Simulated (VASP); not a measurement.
# CoO (P6_3/mmc) in VASP: further runs, part 2 of 2

VASP 6.6.1. Earlier steps stand in the parts before.

## 4. Single point, PBEsol, collinear spin, antiferromagnetic start

This run uses another cell than the first one, of 9.04 Å³/atom.

Contents of INCAR:

```
PREC = Accurate
ENCUT = 520
EDIFF = 1E-6
ISMEAR = 0
SIGMA = 0.1
LREAL = F
LASPH = T
NELM = 150
ALGO = Normal
ISIF = 2
LWAVE = F
LCHARG = F
ISPIN = 2
MAGMOM = 3 -3 0 0
LORBIT = 11
LMAXMIX = 4
GGA = PS
NBANDS = 27
```

Contents of KPOINTS:

```
regular mesh
0
Gamma
  18 18 10
```

Contents of POSCAR:

```
CoO
1.0
    2.8512145297      0.0000000000      0.0000000000
   -1.4256072648      2.4692242143      0.0000000000
    0.0000000000      0.0000000000      5.1351937369
Co O
2 2
Direct
    0.0000000000      0.0000000000      0.0000000000
    0.0000000000      0.0000000000      0.5000000000
    0.3333333333      0.6666666667      0.2500000000
    0.6666666667      0.3333333333      0.7500000000
```

Potentials or basis: VASP PAW PBE potentials, release 64 (Co, O).

The run is started by

```bash
$ cat potpaw_PBE.64/Co/POTCAR potpaw_PBE.64/O/POTCAR > POTCAR
$ mpirun -np 1 vasp_std > vasp.out
```

OUTCAR:

```text
PREC = Accurate
   ENCUT = 520
   EDIFF = 1E-6
   ISMEAR = 0
   LREAL = F
   LASPH = T
   NELM = 150
   ISIF = 2
   ISPIN = 2
   LORBIT = 11
   GGA = PS

 ion  position               nearest neighbor table
   1  0.000  0.000  0.000-   3 2.09   4 2.09   3 2.09   4 2.09   4 2.09   3 2.09   2 2.57   2 2.57

   2  0.000  0.000  0.500-   3 2.09   4 2.09   3 2.09   4 2.09   4 2.09   3 2.09   1 2.57   1 2.57

   3  0.333  0.667  0.250-   1 2.09   2 2.09   1 2.09   2 2.09   1 2.09   2 2.09
   4  0.667  0.333  0.750-   1 2.09   2 2.09   1 2.09   2 2.09   1 2.09   2 2.09

  LATTYP: Found a hexagonal cell.
 ALAT       =     2.8512145297
 C/A-ratio  =     1.8010548429

  Lattice vectors:

 A1 = (   2.8512145297,   0.0000000000,   0.0000000000)
 A2 = (  -1.4256072648,   2.4692242143,   0.0000000000)
 A3 = (   0.0000000000,   0.0000000000,   5.1351937369)

Analysis of symmetry for initial positions (statically):
=====================================================================
 Subroutine PRICEL returns:
 Original cell was already a primitive cell.

 Routine SETGRP: Setting up the symmetry group for a
 hexagonal supercell.

 Subroutine GETGRP returns: Found 24 space group operations
 (whereof 12 operations were pure point group operations)
 out of a pool of 24 trial point group operations.

The static configuration has the point symmetry D_3d.
 The point group associated with its full space group is D_6h.

Analysis of symmetry for dynamics (positions and initial velocities):
=====================================================================
 Subroutine PRICEL returns:
 Original cell was already a primitive cell.

 Routine SETGRP: Setting up the symmetry group for a
 hexagonal supercell.

 Subroutine GETGRP returns: Found 24 space group operations
 (whereof 12 operations were pure point group operations)
 out of a pool of 24 trial point group operations.

The dynamic configuration has the point symmetry D_3d.
 The point group associated with its full space group is D_6h.

Analysis of structural, dynamic, and magnetic symmetry:
=====================================================================
 Subroutine PRICEL returns:
 Original cell was already a primitive cell.

 Routine SETGRP: Setting up the symmetry group for a
 hexagonal supercell.

 Subroutine GETGRP returns: Found 24 space group operations
 (whereof 12 operations were pure point group operations)
 out of a pool of 24 trial point group operations.

The overall configuration has the point symmetry D_3d.
 The point group associated with its full space group is D_6h.

 Subroutine INISYM returns: Found 24 space group operations
 (whereof 12 operations are pure point group operations),
 and found     1 'primitive' translations

----------------------------------------------------------------------------------------

                                     Primitive cell

  volume of cell :      36.1532

  direct lattice vectors                    reciprocal lattice vectors
     2.851214530  0.000000000  0.000000000     0.350727730  0.202492749  0.000000000
    -1.425607265  2.469224214  0.000000000     0.000000000  0.404985499  0.000000000
     0.000000000  0.000000000  5.135193737     0.000000000  0.000000000  0.194734620

  length of vectors
[... 86 lines left out ...]
   EDIFF  = 0.1E-05   stopping-criterion for ELM
   LREAL  =      F    real-space projection
   EDIFFG = 0.1E-04   stopping-criterion for IOM
   NSW    =      0    number of steps for IOM
   IBRION =     -1    ionic relax: 0-MD 1-quasi-New 2-CG
   NFREE  =      0    steps in history (QN), initial steepest desc. (CG)
   ISIF   =      2    stress and relaxation
   ISYM   =      2    0-nonsym 1-usesym 2-fastsym
   POTIM  = 0.5000    time-step for ionic-motion
   TEBEG  =    0.0;   TEEND  =   0.0 temperature during run
   PSTRESS=    0.0 pullay stress
   NELECT =      30.0000    total number of electrons
   NUPDOWN=      -1.0000    fix difference up-down
   EMIN   =  10.00;   EMAX   =-10.00  energy-range for DOS
   EFERMI =   0.00;   METHOD = LEGACY
   ISMEAR =     0;   SIGMA  =   0.10  broadening in eV -4-tet -1-fermi 0-gaus
   EFERMI_NEDOS =   21; number of points for ismear=-14 and -15
   IALGO  =     38    algorithm
   IMIX   =      4    mixing-type and parameters
     AMIX     =   0.40;   BMIX     =  1.00
     AMIX_MAG =   1.60;   BMIX_MAG =  1.00
  volume/ion in A,a.u.               =       9.04        60.99
  Fermi-wavevector in a.u.,A,eV,Ry     =   1.538389  2.907134 32.200101  2.366641
  Thomas-Fermi vector in A             =   2.644764
   LORBIT       =     11    0 simple, 1 ext, 2 COOP (PROOUT), +10 PAW based schemes
   GGA     = PS    functional components
   LHFCALC =     F    Hartree Fock is set to
   AEXX    =    0.0000 exact exchange contribution
   IVDW    =     0    specifies the selected vdW correction
   LEPSILON=     F    determine dielectric tensor
   LRPA    =     F    only Hartree local field effects (RPA)
 spin polarized calculation
 Gauss-broadening in eV      SIGMA  =   0.10
  energy-cutoff  :      520.00
  volume of cell :       36.15
 maximum number of plane-waves:       992
 NGX is ok and might be reduce to    24
   NGX = 11   NGY = 11   NGZ = 19

 number of electron      30.0000022 magnetization      -0.0000000

 number of electron      30.0000022 magnetization       0.0000000

 Free energy of the ion-electron system (eV)
  ---------------------------------------------------
  ext. energy  EPLUGINS =         0.00000000
  ---------------------------------------------------
  free energy    TOTEN  =       -28.43586123 eV

  energy without entropy =      -28.40562634  energy(sigma->0) =      -28.42074379

 E-fermi :   8.6765     XC(G=0): -13.0393

 val. band max:        8.6753628468   @ k =   0.3333   0.0000   0.2000
 cond. band min:       8.6770301753   @ k =   0.1667   0.1111   0.1000
 fundamental gap:      0.0016673285
 Fermi energy:         8.6765001907

 spin component 1

 k-point     1 :       0.0000    0.0000    0.0000
  band No.  band energies     occupation
      1     -11.9318      1.00000
      2     -10.7263      1.00000
      3      -0.0775      1.00000
      4       3.1290      1.00000
      5       3.1290      1.00000
      6       4.9249      1.00000
[... 709 lines left out ...]
     26      26.1267      0.00000
     27      27.5385      0.00000

 [... further k-points ...]

 spin component 2

 k-point     1 :       0.0000    0.0000    0.0000
  band No.  band energies     occupation
      1     -11.9318      1.00000
      2     -10.7263      1.00000
      3      -0.0775      1.00000
      4       3.1290      1.00000
      5       3.1290      1.00000
      6       4.9249      1.00000
[... 709 lines left out ...]
     26      26.1267      0.00000
     27      27.5385      0.00000

 [... further k-points ...]

------------------------ aborting loop because EDIFF is reached ----------------------------------------

  FORCE on cell =-STRESS in cart. coord.  units (eV):
  Direction    XX          YY          ZZ          XY          YZ          ZX
  --------------------------------------------------------------------------------------
  -------------------------------------------------------------------------------------
  Total       -1.5600581     -1.5600581      0.3870821     -0.0000000     -0.0000000      0.0000000
  in kB      -69.1359744    -69.1359744     17.1540402     -0.0000000     -0.0000000      0.0000000
  external PRESSURE =     -40.3726362 kB  Pullay stress =       0.0000000 kB

 VOLUME and BASIS-vectors are now :
 -----------------------------------------------------------------------------
  energy-cutoff  :      520.00
  volume of cell :       36.15
      direct lattice vectors                 reciprocal lattice vectors
     2.851214530  0.000000000  0.000000000     0.350727730  0.202492749  0.000000000
    -1.425607265  2.469224214  0.000000000     0.000000000  0.404985499  0.000000000
     0.000000000  0.000000000  5.135193737     0.000000000  0.000000000  0.194734620

 POSITION                                       TOTAL-FORCE (eV/Angst)
 -----------------------------------------------------------------------------------
      0.00000      0.00000      0.00000        -0.000000      0.000000      0.000000
      0.00000      0.00000      2.56760        -0.000000      0.000000      0.000000
     -0.00000      1.64615      1.28380        -0.000000     -0.000000     -0.000000
      1.42561      0.82307      3.85140         0.000000      0.000000      0.000000
 -----------------------------------------------------------------------------------
    total drift:                               -0.000000      0.000000     -0.000000

  FREE ENERGIE OF THE ION-ELECTRON SYSTEM (eV)
  ---------------------------------------------------
  free  energy   TOTEN  =       -28.4358612317 eV

  energy  without entropy=      -28.4056263388  energy(sigma->0) =      -28.42074379

 total charge

# of ion       s       p       d       tot
------------------------------------------
    1        0.325   0.427   7.232   7.984
    2        0.325   0.427   7.232   7.984
    3        1.560   3.398   0.000   4.957
    4        1.560   3.398   0.000   4.957
--------------------------------------------------
tot          3.769   7.649  14.465  25.883

 magnetization (x)

# of ion       s       p       d       tot
------------------------------------------
    1        0.001  -0.004   2.280   2.277
    2       -0.001   0.004  -2.280  -2.277
    3        0.000   0.000   0.000   0.000
    4        0.000   0.000   0.000   0.000
--------------------------------------------------
tot          0.000   0.000   0.000   0.000
```

Wall time 7.7 min (1 thread of Oxide Virtual Turin-like, shared host); peak memory 0.37 GiB.

Results:

```yaml
Free_energy: -28.4359 eV
Pressure: -4.0 GPa
Band_gap_on_the_k_mesh: zero (filled and empty bands overlap)
Net_moment: 0.00 μB per cell
Site_moments: Co +2.28, -2.28; O +0.00 μB
Valence_electrons_inside_the_program's_atomic_spheres: Co 7.98; O 4.96
```

Caveat: the cell stands under tension; the PAW data sets were made with another functional, which shifts forces and pressure a little; semilocal functionals often make such compounds metallic where correlation or magnetic order opens a gap, which also shifts bond lengths. With open d or f shells a metallic result of PBEsol can be an artefact of self-interaction; +U or a hybrid may open a gap.

## 5. Summary

```tsv
spin	cell	k mesh	gap on the mesh (eV)	pressure (GPa)	moment (μB)
collinear, ferromagnetic start	a = 2.773, b = 2.773, c = 4.994 Å, angles 90.0, 90.0, 120.0°, 4 atoms, atomic positions A	18 × 18 × 10	none	14.5	4.65
collinear, antiferromagnetic start	a = 2.851, b = 2.851, c = 10.270 Å, angles 90.0, 90.0, 120.0°, 8 atoms, atomic positions B	18 × 18 × 5	none	-2.8	0.00
collinear, antiferromagnetic start	a = 2.851, b = 2.851, c = 5.135 Å, angles 90.0, 90.0, 120.0°, 4 atoms, atomic positions A	18 × 18 × 10	none	-4.0	0.00
```

Alike in all rows: task single point; level PBEsol; potentials or basis VASP PAW PBE potentials, release 64 (Co, O); cutoff (eV) 520; smearing gaussian 0.1 eV.

Caveats: the PAW data sets were made with another functional, which shifts forces and pressure a little; semilocal functionals often make such compounds metallic where correlation or magnetic order opens a gap, which also shifts bond lengths; the cell stands under pressure (at least some runs); the cell stands under tension (at least some runs).

Absolute energies hang on the potentials; compare differences alone.
